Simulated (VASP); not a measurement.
InSe, 8 atoms in the cell. It takes space group P-6m2 (No. 187, hexagonal). The conventional cell has a = 4.047 Å, b = 4.047 Å, c = 18.052 Å, α = 90.00°, β = 90.00°, γ = 120.00°. Within 3.5 Å of In (site symmetry 3m) lie 3 Se at 2.65 Å and 1 In at 2.79 Å. Within 3.5 Å of In (site symmetry 3m) lie 3 Se at 2.65 Å and 1 In at 2.79 Å. Se (site symmetry 3m) has 3 In at 2.65 Å within 3.5 Å. Within 3.5 Å of Se (site symmetry 3m) lie 3 In at 2.65 Å. 

- Program: VASP 6.6.1
- Task: relaxation of cell and atoms
- Functional: PBE
- Dispersion: D3(BJ)
- Potentials or basis: VASP PAW PBE potentials, release 64 (In_d, Se)
- Cutoff: 600 eV
- k mesh: 6 × 6 × 2
- Occupations: fermi-dirac, width 0.02 eV
- Spin: no spin polarisation
- Dipole correction: no
- Further INCAR settings: ALGO = Normal; EDIFF = 1e-06; IBRION = 2; EDIFFG = -0.005; NSW = 80; ISIF = 3

Potentials or basis: VASP PAW PBE potentials, release 64 (In_d, Se).

The run is started by

```sh
$ cat potpaw_PBE.64/In_d/POTCAR potpaw_PBE.64/Se/POTCAR > POTCAR
$ mpirun -np 1 vasp_std > vasp.out
```

Hardware: 1 thread of AMD EPYC 9R45 96-Core Processor (Zen 5), with other jobs on the host.

Task: How long does it take, and how much memory?

Result: Run time: 41 min on 1 thread of AMD EPYC 9R45 96-Core Processor (Zen 5) (shared host), peak memory 0.48 GiB. Counts: scf iterations 228, k points 14, ion steps 32.
